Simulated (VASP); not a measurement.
# BeTe2 (Ibam) in VASP: single point with PBE

Aim: the single point of BeTe2 with PBE.

Everything below comes from runs of VASP 6.6.1. Logs are shortened: lines on timing, memory, paths and dates and some standing lists are left out, and cuts for length are marked.

### 1 The cell of the first run

Symmetry: Ibam, No. 72, orthorhombic system. The conventional cell has a = 4.601 Å, b = 10.001 Å, c = 6.802 Å, α = 90.00°, β = 90.00°, γ = 90.00°. Within 3.3 Å of Be (site symmetry 222) lie 4 Te at 2.49 Å. Te (site symmetry m) has 2 Be at 2.49 Å and 1 Te at 2.91 Å within 3.3 Å.

### 2 Single point, PBE

The input, INCAR:

```
SYSTEM = BeTe2
ALGO = Normal
EDIFF = 1E-7
ENCUT = 520
GGA = PE
ISIF = 2
ISMEAR = 0
LASPH = .True.
LCHARG = .False.
LREAL = .False.
LWAVE = .False.
NBANDS = 23
NELM = 80
PREC = Accurate
SIGMA = 0.01
```

The input, KPOINTS:

```
k-points
0
Gamma
  10 10 10
  0 0 0
```

The input, POSCAR:

```
BeTe2
1.0
   -2.3003169747      5.0006572300      3.4011209732
    2.3003169747     -5.0006572300      3.4011209732
    2.3003169747      5.0006572300     -3.4011209732
Be Te
2 4
Direct
    0.7500000000      0.7500000000      0.0000000000
    0.2500000000      0.2500000000      0.0000000000
    0.3853453255      0.8058766156      0.1912219411
    0.8853453255      0.6941233844      0.5794687099
    0.1146546745      0.3058766156      0.4205312901
    0.6146546745      0.1941233844      0.8087780589
```

Potentials or basis: VASP PAW PBE potentials, release 64 (Be, Te).

Started as:

```console
cat potpaw_PBE.64/Be/POTCAR potpaw_PBE.64/Te/POTCAR > POTCAR
mpirun -np 1 vasp_std > vasp.out
```

OUTCAR:

```text
SYSTEM = BeTe2
   EDIFF = 1E-7
   ENCUT = 520
   GGA = PE
   ISIF = 2
   ISMEAR = 0
   LASPH = .True.
   LREAL = .False.
   NELM = 80
   PREC = Accurate

 ion  position               nearest neighbor table
   1  0.750  0.750  0.000-   6 2.49   4 2.49   5 2.49   3 2.49
   2  0.250  0.250  0.000-   3 2.49   5 2.49   4 2.49   6 2.49
   3  0.385  0.806  0.191-   2 2.49   1 2.49   6 2.91   5 3.55   5 3.55   6 3.63
   4  0.885  0.694  0.579-   2 2.49   1 2.49   5 2.91   6 3.55   6 3.55   5 3.63
   5  0.115  0.306  0.421-   2 2.49   1 2.49   4 2.91   3 3.55   3 3.55   4 3.63
   6  0.615  0.194  0.809-   1 2.49   2 2.49   3 2.91   4 3.55   4 3.55   3 3.63

  LATTYP: Found a body centered orthorhombic cell.
 ALAT       =     4.6006339494
 B/A-ratio  =     1.4785444835
 C/A-ratio  =     2.1738991995

  Lattice vectors:

 A1 = (   2.3003169747,  -5.0006572300,  -3.4011209732)
 A2 = (  -2.3003169747,  -5.0006572300,   3.4011209732)
 A3 = (  -2.3003169747,   5.0006572300,  -3.4011209732)

Analysis of symmetry for initial positions (statically):
=====================================================================
 Subroutine PRICEL returns:
 Original cell was already a primitive cell.

 Routine SETGRP: Setting up the symmetry group for a
 body centered orthorhombic supercell.

 Subroutine GETGRP returns: Found  8 space group operations
 (whereof  4 operations were pure point group operations)
 out of a pool of  8 trial point group operations.

The static configuration has the point symmetry C_2h.
 The point group associated with its full space group is D_2h.

Analysis of symmetry for dynamics (positions and initial velocities):
=====================================================================
 Subroutine PRICEL returns:
 Original cell was already a primitive cell.

 Routine SETGRP: Setting up the symmetry group for a
 body centered orthorhombic supercell.

 Subroutine GETGRP returns: Found  8 space group operations
 (whereof  4 operations were pure point group operations)
 out of a pool of  8 trial point group operations.

The dynamic configuration has the point symmetry C_2h.
 The point group associated with its full space group is D_2h.

 Subroutine INISYM returns: Found  8 space group operations
 (whereof  4 operations are pure point group operations),
 and found     1 'primitive' translations

----------------------------------------------------------------------------------------

                                     Primitive cell

  volume of cell :     156.4937

  direct lattice vectors                    reciprocal lattice vectors
    -2.300316975  5.000657230  3.401120973     0.000000000  0.099986857  0.147010355
     2.300316975 -5.000657230  3.401120973     0.217361349  0.000000000  0.147010355
     2.300316975  5.000657230 -3.401120973     0.217361349  0.099986857  0.000000000

  length of vectors
     6.470367439  6.470367439  6.470367439     0.177790371  0.262408080  0.239255778

  position of ions in fractional coordinates (direct lattice)
     0.750000000  0.750000000  0.000000000
     0.250000000  0.250000000  0.000000000
     0.385345325  0.805876616  0.191221941
     0.885345325  0.694123384  0.579468710
     0.114654675  0.305876616  0.420531290
     0.614654675  0.194123384  0.808778059

  ion indices of the primitive-cell ions
   primitive index   ion index
                 1           1
                 2           2
                 3           3
                 4           4
                 5           5
                 6           6

----------------------------------------------------------------------------------------

 KPOINTS: k-points

Automatic generation of k-mesh.
 Grid dimensions read from file:
 generate k-points for:   10   10   10

 Generating k-lattice:

  Cartesian coordinates                     Fractional coordinates (reciprocal lattice)
     0.000000000  0.009998686  0.014701035     0.100000000 -0.000000000  0.000000000
     0.021736135  0.000000000  0.014701035    -0.000000000  0.100000000  0.000000000
     0.021736135  0.009998686  0.000000000     0.000000000 -0.000000000  0.100000000

  Length of vectors
     0.017779037  0.026240808  0.023925578

  Shift w.r.t. Gamma in fractional coordinates (k-lattice)
     0.000000000  0.000000000  0.000000000

 Subroutine IBZKPT returns following result:
 ===========================================

 Found    171 irreducible k-points:

 Following reciprocal coordinates:
            Coordinates               Weight
  0.000000  0.000000  0.000000      1.000000
  0.100000 -0.000000  0.000000      4.000000
  0.200000 -0.000000  0.000000      4.000000
  0.300000  0.000000  0.000000      4.000000
  0.400000  0.000000  0.000000      4.000000
  0.500000 -0.000000  0.000000      2.000000
[... 16 lines left out ...]
 -0.400000  0.200000 -0.000000      8.000000
 -0.300000  0.200000 -0.000000      8.000000
 [... further k-points ...]
   k-points           NKPTS =    171   k-points in BZ     NKDIM =    171   number of bands    NBANDS=     23
   number of dos      NEDOS =    301   number of ions     NIONS =      6
   total plane-waves  NPLWV = 110592
   dimension x,y,z NGX =    48 NGY =   48 NGZ =   48
   dimension x,y,z NGXF=    96 NGYF=   96 NGZF=   96
   ions per type =               2   4
   NGX,Y,Z   is equivalent  to a cutoff of  12.33, 12.33, 12.33 a.u.
   NGXF,Y,Z  is equivalent  to a cutoff of  24.67, 24.67, 24.67 a.u.
 SYSTEM =  BeTe2
   PREC   = accura    normal or accurate (medium, high low for compatibility)
   ISTART =      0    job   : 0-new  1-cont  2-samecut
   ICHARG =      2    charge: 1-file 2-atom 10-const
   ISPIN  =      1    spin polarized calculation?
   LNONCOLLINEAR =      F non collinear calculations
   LSORBIT =      F    spin-orbit coupling
   LASPH  =      T    aspherical Exc in radial PAW
   ENCUT  =  520.0 eV  38.22 Ry    6.18 a.u.  12.03 12.03 12.03*2*pi/ulx,y,z
   NELM   =     80;   NELMIN=  2; NELMDL= -5     # of ELM steps
   EDIFF  = 0.1E-06   stopping-criterion for ELM
   LREAL  =      F    real-space projection
   EDIFFG = 0.1E-05   stopping-criterion for IOM
   NSW    =      0    number of steps for IOM
   IBRION =     -1    ionic relax: 0-MD 1-quasi-New 2-CG
   NFREE  =      0    steps in history (QN), initial steepest desc. (CG)
   ISIF   =      2    stress and relaxation
   ISYM   =      2    0-nonsym 1-usesym 2-fastsym
   POTIM  = 0.5000    time-step for ionic-motion
   TEBEG  =    0.0;   TEEND  =   0.0 temperature during run
   PSTRESS=    0.0 pullay stress
   NELECT =      28.0000    total number of electrons
   NUPDOWN=      -1.0000    fix difference up-down
   EMIN   =  10.00;   EMAX   =-10.00  energy-range for DOS
   EFERMI =   0.00;   METHOD = LEGACY
   ISMEAR =     0;   SIGMA  =   0.01  broadening in eV -4-tet -1-fermi 0-gaus
   EFERMI_NEDOS =   21; number of points for ismear=-14 and -15
   IALGO  =     38    algorithm
   IMIX   =      4    mixing-type and parameters
     AMIX     =   0.40;   BMIX     =  1.00
     AMIX_MAG =   1.60;   BMIX_MAG =  1.00
  volume/ion in A,a.u.               =      26.08       176.01
  Fermi-wavevector in a.u.,A,eV,Ry     =   0.922490  1.743254 11.578404  0.850989
  Thomas-Fermi vector in A             =   2.048023
   LORBIT       =      0    0 simple, 1 ext, 2 COOP (PROOUT), +10 PAW based schemes
   GGA     = PE    functional components
   LHFCALC =     F    Hartree Fock is set to
   AEXX    =    0.0000 exact exchange contribution
   IVDW    =     0    specifies the selected vdW correction
   LEPSILON=     F    determine dielectric tensor
   LRPA    =     F    only Hartree local field effects (RPA)
 non-spin polarized calculation
 Gauss-broadening in eV      SIGMA  =   0.01
  energy-cutoff  :      520.00
  volume of cell :      156.49
 maximum number of plane-waves:      4264
   NGX = 25   NGY = 25   NGZ = 25

 number of electron      27.9999998 magnetization

 Free energy of the ion-electron system (eV)
  ---------------------------------------------------
  ext. energy  EPLUGINS =         0.00000000
  ---------------------------------------------------
  free energy    TOTEN  =       -20.85285502 eV

  energy without entropy =      -20.85285502  energy(sigma->0) =      -20.85285502

 E-fermi :   5.7916     XC(G=0):  -9.1453

 val. band max:        5.7015077809   @ k =   0.5000   0.5000   0.0000
 cond. band min:       5.9237932484   @ k =   0.4000  -0.4000   0.4000
 fundamental gap:      0.2222854675
 Fermi energy:         5.7916389894

 k-point     1 :       0.0000    0.0000    0.0000
  band No.  band energies     occupation
      1      -7.4114      2.00000
      2      -5.8663      2.00000
      3      -4.6377      2.00000
      4      -4.0220      2.00000
      5       0.3974      2.00000
      6       1.1624      2.00000
[... 15 lines left out ...]
     22      11.3547      0.00000
     23      11.7177      0.00000

 k-point     2 :       0.1000   -0.0000    0.0000
  band No.  band energies     occupation
      1      -7.3816      2.00000
      2      -5.9160      2.00000
      3      -4.6306      2.00000
      4      -4.0485      2.00000
      5       0.4509      2.00000
      6       1.2241      2.00000
[... 15 lines left out ...]
     22      11.4968      0.00000
     23      11.5577      0.00000

 k-point     3 :       0.2000   -0.0000    0.0000
  band No.  band energies     occupation
      1      -7.2933      2.00000
      2      -6.0550      2.00000
      3      -4.6085      2.00000
      4      -4.1207      2.00000
      5       0.6164      2.00000
      6       1.3898      2.00000
[... 15 lines left out ...]
     22      11.1859      0.00000
     23      11.5168      0.00000
[... 495 lines left out ...]
 k-point    23 :      -0.4000    0.2000   -0.0000
  band No.  band energies     occupation
      1      -6.9858      2.00000
      2      -6.0582      2.00000
      3      -4.5913      2.00000
      4      -4.5173      2.00000
      5       0.6345      2.00000
      6       0.8760      2.00000
[... 15 lines left out ...]
     22      11.1124      0.00000
     23      11.2012      0.00000

 k-point    24 :      -0.3000    0.2000   -0.0000
  band No.  band energies     occupation
      1      -7.1036      2.00000
      2      -5.9046      2.00000
      3      -4.6399      2.00000
      4      -4.4062      2.00000
      5       0.5177      2.00000
      6       0.9087      2.00000
[... 15 lines left out ...]
     22      11.0212      0.00000
     23      11.5095      0.00000

 [... further k-points ...]
[... 5 lines left out ...]
  --------------------------------------------------------------------------------------
  -------------------------------------------------------------------------------------
  Total        0.0578577      0.0667800      0.0877447     -0.0000000      0.0000000      0.0000000
  in kB        0.5923448      0.6836914      0.8983273     -0.0000000      0.0000000      0.0000000
  external PRESSURE =       0.7247879 kB  Pullay stress =       0.0000000 kB

 VOLUME and BASIS-vectors are now :
 -----------------------------------------------------------------------------
  energy-cutoff  :      520.00
  volume of cell :      156.49
      direct lattice vectors                 reciprocal lattice vectors
    -2.300316975  5.000657230  3.401120973     0.000000000  0.099986857  0.147010355
     2.300316975 -5.000657230  3.401120973     0.217361349  0.000000000  0.147010355
     2.300316975  5.000657230 -3.401120973     0.217361349  0.099986857  0.000000000

 POSITION                                       TOTAL-FORCE (eV/Angst)
 -----------------------------------------------------------------------------------
      0.00000      0.00000      5.10168         0.000000      0.000000      0.000000
      0.00000      0.00000      1.70056         0.000000      0.000000      0.000000
      1.40723     -1.14670      3.40112         0.008330     -0.024236     -0.000000
      0.89309      3.85396      3.40112        -0.008330     -0.024236      0.000000
      1.40723      1.14670      0.00000         0.008330      0.024236     -0.000000
      0.89309      6.14735      0.00000        -0.008330      0.024236      0.000000
 -----------------------------------------------------------------------------------
    total drift:                                0.000000      0.000000      0.000000

  FREE ENERGIE OF THE ION-ELECTRON SYSTEM (eV)
  ---------------------------------------------------
  free  energy   TOTEN  =       -20.8528550179 eV

  energy  without entropy=      -20.8528550179  energy(sigma->0) =      -20.85285502
```

Wall time 7.4 min (1 thread of Intel Xeon Platinum 8488C (Sapphire Rapids), shared host); peak memory 0.66 GiB.

What came out:

```
Free energy            : -20.8529 eV
Pressure               : 0.1 GPa
Largest force          : 0.026 eV/Å
Band gap on the k mesh : 0.22 eV, indirect (least direct gap 0.64 eV)
```

Forces in eV/Å, atoms in the order of the input:
```
Be   0.000  0.000  0.000
Be   0.000  0.000  0.000
Te   0.008 -0.024  0.000
Te  -0.008 -0.024  0.000
Te   0.008  0.024  0.000
Te  -0.008  0.024  0.000
```

Caveat: spin-orbit coupling is left out, which moves the levels of the heavy elements.
